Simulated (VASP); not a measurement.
# Bi2Se3 (C2/m) in VASP: single point with PBE

Aim: the single point of Bi2Se3 with PBE.

Everything below comes from runs of VASP 6.6.1. Logs are shortened: lines on timing, memory, paths and dates and some standing lists are left out, and cuts for length are marked.

## Step 1: The cell of the first run

The structure is monoclinic, space group C2/m (No. 12). Conventional cell: a = 7.203 Å, b = 4.273 Å, c = 10.852 Å, α = 90.00°, β = 100.62°, γ = 90.00°. Within 3.8 Å of Bi (site symmetry m) lie 6 Se at 2.87 to 3.11 Å. Within 4.3 Å of Se (site symmetry 2/m) lie 6 Bi at 3.11 Å and 12 Se at 4.19 to 4.28 Å. Within 3.8 Å of Se (site symmetry m) lie 3 Bi at 2.87 to 2.89 Å.

## Step 2: Single point, PBE (biaxial strain in the a-b plane: +2.0 %, then relaxed in part)

INCAR reads:

```
ALGO = Normal
EDIFF = 1E-6
ENCUT = 520
GGA = PE
ISIF = 2
ISMEAR = 0
LASPH = T
LCHARG = T
LELF = T
LREAL = F
LVHAR = T
LWAVE = F
NBANDS = 32
NELM = 100
PREC = Accurate
SIGMA = 0.02
```

KPOINTS reads:

```
k-points
0
Gamma
  6 6 6
```

POSCAR reads:

```
Bi2Se3
1.0
    2.1364741890      1.4015754523     10.6940328644
   -2.1364741890      1.4015754523     10.6940328644
    0.0000000000     -2.1993621030     10.6263466405
Bi Se
2 3
Direct
    0.3878726574      0.3878726574      0.4061753864
    0.6121273426      0.6121273426      0.5938246136
    0.0000000000      0.0000000000      0.0000000000
    0.2360629611      0.2360629611      0.2004442029
    0.7639370389      0.7639370389      0.7995557971
```

Potentials or basis: VASP PAW PBE potentials, release 64 (Bi_d, Se).

On the command line:

```bash
cat potpaw_PBE.64/Bi_d/POTCAR potpaw_PBE.64/Se/POTCAR > POTCAR
mpirun -np 1 vasp_std > vasp.out
```

OUTCAR:

```text
EDIFF = 1E-6
   ENCUT = 520
   GGA = PE
   ISIF = 2
   ISMEAR = 0
   LASPH = T
   LREAL = F
   NELM = 100
   PREC = Accurate

 ion  position               nearest neighbor table
   1  0.388  0.388  0.406-   5 2.87   5 2.89   5 2.89   3 3.11   3 3.11   3 3.11
   2  0.612  0.612  0.594-   4 2.87   4 2.89   4 2.89   3 3.11   3 3.11   3 3.11
   3  0.000  0.000  0.000-   2 3.11   1 3.11   2 3.11   2 3.11   1 3.11   1 3.11
   4  0.236  0.236  0.200-   2 2.87   2 2.89   2 2.89
   5  0.764  0.764  0.800-   1 2.87   1 2.89   1 2.89

  LATTYP: Found a base centered monoclinic cell.
 ALAT       =     7.2031472849
 B/A-ratio  =     0.5932057487
 C/A-ratio  =     1.5065031098
 COS(beta)  =    -0.1842377111

  Lattice vectors:

 A1 = (   2.1364741890,   3.6009375553,   0.0676862239)
 A2 = (  -2.1364741890,   3.6009375553,   0.0676862239)
 A3 = (   0.0000000000,  -2.1993621030,  10.6263466405)

Analysis of symmetry for initial positions (statically):
=====================================================================
 Subroutine PRICEL returns:
 Original cell was already a primitive cell.

 Routine SETGRP: Setting up the symmetry group for a
 base centered monoclinic supercell.

 Subroutine GETGRP returns: Found  4 space group operations
 (whereof  4 operations were pure point group operations)
 out of a pool of  4 trial point group operations.

The static configuration has the point symmetry C_2h.

Analysis of symmetry for dynamics (positions and initial velocities):
=====================================================================
 Subroutine PRICEL returns:
 Original cell was already a primitive cell.

 Routine SETGRP: Setting up the symmetry group for a
 base centered monoclinic supercell.

 Subroutine GETGRP returns: Found  4 space group operations
 (whereof  4 operations were pure point group operations)
 out of a pool of  4 trial point group operations.

The dynamic configuration has the point symmetry C_2h.

 Subroutine INISYM returns: Found  4 space group operations
 (whereof  4 operations are pure point group operations),
 and found     1 'primitive' translations

----------------------------------------------------------------------------------------

                                     Primitive cell

  volume of cell :     164.1397

  direct lattice vectors                    reciprocal lattice vectors
     2.136474189  1.401575452 10.694032864     0.234030443  0.138314624  0.028627331
    -2.136474189  1.401575452 10.694032864    -0.234030443  0.138314624  0.028627331
     0.000000000 -2.199362103 10.626346640     0.000000000 -0.278391283  0.036486365

  length of vectors
    10.995056826 10.995056826 10.851563785     0.273350887  0.273350887  0.280772080

  position of ions in fractional coordinates (direct lattice)
     0.387872657  0.387872657  0.406175386
     0.612127343  0.612127343  0.593824614
     0.000000000  0.000000000  0.000000000
     0.236062961  0.236062961  0.200444203
     0.763937039  0.763937039  0.799555797

  ion indices of the primitive-cell ions
   primitive index   ion index
                 1           1
                 2           2
                 3           3
                 4           4
                 5           5

----------------------------------------------------------------------------------------

 KPOINTS: k-points

Automatic generation of k-mesh.
 Grid dimensions read from file:
 generate k-points for:    6    6    6

 Generating k-lattice:

  Cartesian coordinates                     Fractional coordinates (reciprocal lattice)
     0.039005074  0.023052437  0.004771222     0.166666667 -0.000000000 -0.000000000
    -0.039005074  0.023052437  0.004771222    -0.000000000  0.166666667 -0.000000000
     0.000000000 -0.046398547  0.006081061     0.000000000  0.000000000  0.166666667

  Length of vectors
     0.045558481  0.045558481  0.046795347

  Shift w.r.t. Gamma in fractional coordinates (k-lattice)
     0.000000000  0.000000000  0.000000000

 Subroutine IBZKPT returns following result:
 ===========================================

 Found     68 irreducible k-points:

 Following reciprocal coordinates:
            Coordinates               Weight
  0.000000  0.000000  0.000000      1.000000
  0.166667  0.000000 -0.000000      4.000000
  0.333333  0.000000  0.000000      4.000000
  0.500000  0.000000  0.000000      2.000000
  0.166667  0.166667 -0.000000      2.000000
  0.333333  0.166667  0.000000      4.000000
[... 16 lines left out ...]
 -0.333333  0.166667  0.166667      4.000000
 -0.166667  0.166667  0.166667      4.000000
 [... further k-points ...]
   k-points           NKPTS =     68   k-points in BZ     NKDIM =     68   number of bands    NBANDS=     32
   number of dos      NEDOS =    301   number of ions     NIONS =      5
   total plane-waves  NPLWV = 592704
   dimension x,y,z NGX =    84 NGY =   84 NGZ =   84
   dimension x,y,z NGXF=   168 NGYF=  168 NGZF=  168
   ions per type =               2   3
   NGX,Y,Z   is equivalent  to a cutoff of  12.70, 12.70, 12.87 a.u.
   NGXF,Y,Z  is equivalent  to a cutoff of  25.40, 25.40, 25.74 a.u.
 SYSTEM =  unknown system
   PREC   = accura    normal or accurate (medium, high low for compatibility)
   ISTART =      0    job   : 0-new  1-cont  2-samecut
   ICHARG =      2    charge: 1-file 2-atom 10-const
   ISPIN  =      1    spin polarized calculation?
   LNONCOLLINEAR =      F non collinear calculations
   LSORBIT =      F    spin-orbit coupling
   LASPH  =      T    aspherical Exc in radial PAW
   ENCUT  =  520.0 eV  38.22 Ry    6.18 a.u.  20.44 20.44 20.18*2*pi/ulx,y,z
   NELM   =    100;   NELMIN=  2; NELMDL= -5     # of ELM steps
   EDIFF  = 0.1E-05   stopping-criterion for ELM
   LREAL  =      F    real-space projection
[... 7 lines left out ...]
   TEBEG  =    0.0;   TEEND  =   0.0 temperature during run
   PSTRESS=    0.0 pullay stress
   NELECT =      48.0000    total number of electrons
   NUPDOWN=      -1.0000    fix difference up-down
   EMIN   =  10.00;   EMAX   =-10.00  energy-range for DOS
   EFERMI =   0.00;   METHOD = LEGACY
   ISMEAR =     0;   SIGMA  =   0.02  broadening in eV -4-tet -1-fermi 0-gaus
   EFERMI_NEDOS =   21; number of points for ismear=-14 and -15
   IALGO  =     38    algorithm
   IMIX   =      4    mixing-type and parameters
     AMIX     =   0.40;   BMIX     =  1.00
     AMIX_MAG =   1.60;   BMIX_MAG =  1.00
  volume/ion in A,a.u.               =      32.83       221.53
  Fermi-wavevector in a.u.,A,eV,Ry     =   1.086636  2.053444 16.065456  1.180778
  Thomas-Fermi vector in A             =   2.222777
   LORBIT       =      0    0 simple, 1 ext, 2 COOP (PROOUT), +10 PAW based schemes
   GGA     = PE    functional components
   LHFCALC =     F    Hartree Fock is set to
   AEXX    =    0.0000 exact exchange contribution
   IVDW    =     0    specifies the selected vdW correction
   LEPSILON=     F    determine dielectric tensor
   LRPA    =     F    only Hartree local field effects (RPA)
 non-spin polarized calculation
 Gauss-broadening in eV      SIGMA  =   0.02
  energy-cutoff  :      520.00
  volume of cell :      164.14
 maximum number of plane-waves:      4441
 NGX is ok and might be reduce to    84
   NGX = 41   NGY = 41   NGZ = 41

 number of electron      47.9999997 magnetization

 Free energy of the ion-electron system (eV)
  ---------------------------------------------------
  ext. energy  EPLUGINS =         0.00000000
  ---------------------------------------------------
  free energy    TOTEN  =       -20.22262276 eV

  energy without entropy =      -20.22262276  energy(sigma->0) =      -20.22262276

 E-fermi :   3.1872     XC(G=0):  -8.6774

 val. band max:        3.0104992691   @ k =   0.5000   0.5000   0.3333
 cond. band min:       3.6833961400   @ k =   0.0000   0.0000   0.0000
 fundamental gap:      0.6728968709
 Fermi energy:         3.1871582124

 k-point     1 :       0.0000    0.0000    0.0000
  band No.  band energies     occupation
      1     -19.6178      2.00000
      2     -19.6161      2.00000
      3     -19.6153      2.00000
      4     -19.6143      2.00000
      5     -19.6111      2.00000
      6     -19.6103      2.00000
[... 24 lines left out ...]
     31       9.3921      0.00000
     32       9.6801      0.00000

 k-point     2 :       0.1667    0.0000   -0.0000
  band No.  band energies     occupation
      1     -19.6203      2.00000
      2     -19.6185      2.00000
      3     -19.6114      2.00000
      4     -19.6106      2.00000
      5     -19.6079      2.00000
      6     -19.6062      2.00000
[... 24 lines left out ...]
     31       8.8979      0.00000
     32       9.7325      0.00000

 k-point     3 :       0.3333    0.0000    0.0000
  band No.  band energies     occupation
      1     -19.6279      2.00000
      2     -19.6249      2.00000
      3     -19.6113      2.00000
      4     -19.6087      2.00000
      5     -19.6058      2.00000
      6     -19.6038      2.00000
[... 24 lines left out ...]
     31       7.9723      0.00000
     32      10.0672      0.00000

 k-point     4 :       0.5000    0.0000    0.0000
  band No.  band energies     occupation
      1     -19.6322      2.00000
      2     -19.6284      2.00000
      3     -19.6132      2.00000
      4     -19.6101      2.00000
      5     -19.6064      2.00000
      6     -19.6035      2.00000
[... 24 lines left out ...]
     31       7.8086      0.00000
     32      10.0505      0.00000

 k-point     5 :       0.1667    0.1667   -0.0000
  band No.  band energies     occupation
      1     -19.6147      2.00000
      2     -19.6134      2.00000
      3     -19.6127      2.00000
      4     -19.6119      2.00000
      5     -19.6110      2.00000
      6     -19.6094      2.00000
[... 584 lines left out ...]
     31       8.8596      0.00000
     32       9.8618      0.00000

 k-point    22 :       0.5000    0.1667    0.1667
  band No.  band energies     occupation
      1     -19.6279      2.00000
      2     -19.6249      2.00000
      3     -19.6113      2.00000
      4     -19.6087      2.00000
      5     -19.6058      2.00000
      6     -19.6038      2.00000
[... 24 lines left out ...]
     31       7.9599      0.00000
     32      10.1067      0.00000

 k-point    23 :      -0.3333    0.1667    0.1667
  band No.  band energies     occupation
      1     -19.6322      2.00000
      2     -19.6284      2.00000
      3     -19.6132      2.00000
      4     -19.6101      2.00000
      5     -19.6064      2.00000
      6     -19.6035      2.00000
[... 24 lines left out ...]
     31       7.9419      0.00000
     32       9.9861      0.00000

 k-point    24 :      -0.1667    0.1667    0.1667
  band No.  band energies     occupation
      1     -19.6279      2.00000
      2     -19.6249      2.00000
      3     -19.6113      2.00000
      4     -19.6087      2.00000
      5     -19.6058      2.00000
      6     -19.6038      2.00000
[... 24 lines left out ...]
     31       7.9780      0.00000
     32       9.9554      0.00000

 [... further k-points ...]
[... 5 lines left out ...]
  --------------------------------------------------------------------------------------
  -------------------------------------------------------------------------------------
  Total       -1.1654433      0.0162998     -0.0685992      0.0000000     -0.0083783      0.0000000
  in kB      -11.3759637      0.1591034     -0.6696009      0.0000000     -0.0817809      0.0000000
  external PRESSURE =      -3.9621538 kB  Pullay stress =       0.0000000 kB

 VOLUME and BASIS-vectors are now :
 -----------------------------------------------------------------------------
  energy-cutoff  :      520.00
  volume of cell :      164.14
      direct lattice vectors                 reciprocal lattice vectors
     2.136474189  1.401575452 10.694032864     0.234030443  0.138314624  0.028627331
    -2.136474189  1.401575452 10.694032864    -0.234030443  0.138314624  0.028627331
     0.000000000 -2.199362103 10.626346640     0.000000000 -0.278391283  0.036486365

 POSITION                                       TOTAL-FORCE (eV/Angst)
 -----------------------------------------------------------------------------------
      0.00000      0.19394     12.61201         0.000000     -0.004698     -0.007985
      0.00000      0.40985     19.40241         0.000000      0.004698      0.007985
      0.00000      0.00000      0.00000         0.000000     -0.000000     -0.000000
      0.00000      0.22087      7.17892         0.000000     -0.002892     -0.009536
      0.00000      0.38292     24.83549         0.000000      0.002892      0.009536
 -----------------------------------------------------------------------------------
    total drift:                               -0.000000      0.000000      0.000000

  FREE ENERGIE OF THE ION-ELECTRON SYSTEM (eV)
  ---------------------------------------------------
  free  energy   TOTEN  =       -20.2226227552 eV

  energy  without entropy=      -20.2226227552  energy(sigma->0) =      -20.22262276
```

It took 33 min on 1 thread of Intel Xeon Platinum 8488C (Sapphire Rapids), shared host; peak memory 1.2 GiB.

What came out:

```yaml
Free_energy: -20.2226 eV
Pressure: -0.4 GPa
Largest_force: 0.010 eV/Å
Band_gap_on_the_k_mesh: 0.67 eV (least direct gap 0.79 eV)
```

Forces on the atoms (eV/Å):
```
Bi   0.000 -0.005 -0.008
Bi   0.000  0.005  0.008
Se   0.000  0.000  0.000
Se   0.000 -0.003 -0.010
Se   0.000  0.003  0.010
```

Stress tensor (GPa, compression positive):
```
-1.14  0.00  0.00
 0.00  0.02 -0.01
 0.00 -0.01 -0.07
```

Caveat: the cell differs from its parent crystal (biaxial strain in the a-b plane: +2.0 %, then relaxed in part); spin-orbit coupling is left out, which moves the levels of the heavy elements.
